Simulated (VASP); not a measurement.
Ni: single point with PBEsol

Ni:

```
Ni
1.0
     0.00000    1.71963    1.71963
     1.71963    0.00000    1.71963
     1.71963    1.71963    0.00000
Ni
1
Direct
  0.00000 0.00000 0.00000
```

```
Program                : VASP 6.6.1
Task                   : single point
Functional             : PBEsol
Potentials or basis    : VASP PAW PBE potentials, release 64 (Ni)
Cutoff                 : 520 eV
k mesh                 : 13 × 13 × 13
Occupations            : fermi-dirac, width 0.05 eV
Spin                   : collinear spin, ferromagnetic start
Starting moments       : [1.0] μB
Dipole correction      : no
Further INCAR settings : ALGO = Normal; EDIFF = 1e-06; NBANDS = 15
```

```yaml
Pressure: 4.9 GPa
Net_moment: 0.62 μB per cell
Site_moments: Ni +0.63 μB
Valence_electrons_inside_the_program's_atomic_spheres: Ni 9.44
```

Levels at points of the mesh, in eV from the Fermi level:
Spin up:
```tsv
k point	band 2	band 3	band 4	band 5	band 6	band 7	band 8	band 9
(0.00, 0.00, 0.00)	-2.60	-2.60	-2.60	-1.32	-1.32	24.26	28.64	28.64
```
Spin down:
```csv
k point,band 1,band 2,band 3,band 4,band 5,band 6,band 7,band 8,band 9,band 10
"(0.00, 0.00, 0.00)",-9.54,-1.89,-1.89,-1.89,-0.71,-0.71,24.17,28.64,28.64,28.64
```

Wall time 21 s on 1 thread of Intel(R) Xeon(R) Platinum 8375C CPU @ 2.90GHz (Ice Lake), with other jobs on the host, peak memory 0.13 GiB.

Caveat: the cell stands under pressure; the PAW data sets were made with another functional, which shifts forces and pressure a little.
